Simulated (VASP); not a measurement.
# SnSe: single point with LDA

The system is SnSe.

```
Sn Se
1.0
     0.00000    2.98980    2.98980
     2.98980    0.00000    2.98980
     2.98980    2.98980    0.00000
Sn Se
1 1
Cartesian
  0.0000 0.0000 0.0000
  2.9898 2.9898 2.9898
```

This cell differs from its parent crystal: volume scaled by 0.98.

```yaml
Program: VASP 6.6.1
Task: single point
Functional: LDA
Potentials_or_basis: VASP PAW LDA potentials, release 64 (Sn_d, Se)
Cutoff: 520 eV
k_mesh: 9 × 9 × 9
Occupations: fermi-dirac, width 0.02 eV
Spin: no spin polarisation
Dipole_correction: no
Further_INCAR_settings: ALGO = Normal; EDIFF = 1e-07; NBANDS = 17
```

* Pressure: -2.2 GPa

Levels at points of the mesh, in eV from the Fermi level:
| k point | band 8 | band 9 | band 10 | band 11 | band 12 | band 13 |
| --- | --- | --- | --- | --- | --- | --- |
| (0.00, 0.00, 0.00) | -2.42 | -2.42 | -2.42 | 4.10 | 4.10 | 4.10 |

It took 14 s on 1 thread of Intel(R) Xeon(R) Platinum 8488C (Sapphire Rapids), with other jobs on the host, peak memory 0.16 GiB.

Caveat: this odd mesh misses L, where the gap lies, so gap, dielectric constants and Born charges aren't listed; spin-orbit coupling is left out, which moves the levels of the heavy elements.
